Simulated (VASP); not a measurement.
Zr, 2 atoms in the cell. It takes space group I4_1/amd (No. 141, tetragonal). Conventional cell: a = 4.165 Å, b = 4.165 Å, c = 2.309 Å, α = 90.00°, β = 90.00°, γ = 90.00°. Within 2.9 Å of Zr (site symmetry -4m2) lie 10 Zr at 2.16 to 2.71 Å. 

- Program: VASP 6.6.1
- Task: single point
- Functional: PBE
- Potentials or basis: VASP PAW PBE potentials, release 64 (Zr_sv)
- Cutoff: 520 eV
- k mesh: 19 × 19 × 19
- Occupations: fermi-dirac, width 0.1 eV
- Spin: no spin polarisation
- Dipole correction: no
- Further INCAR settings: ALGO = Normal; EDIFF = 1e-06; NBANDS = 19

Potentials or basis: VASP PAW PBE potentials, release 64 (Zr_sv).

Launch:

```bash
$ cat potpaw_PBE.64/Zr_sv/POTCAR > POTCAR
$ mpirun -np 1 vasp_std > vasp.out
```

Hardware: 1 thread of AMD EPYC 7R13, on a shared host.

Task: How long does it take, and how much memory?

Result: It took 6.6 min on 1 thread of AMD EPYC 7R13, on a shared host, peak memory 0.25 GiB. Counts: scf iterations 13, k points 550.
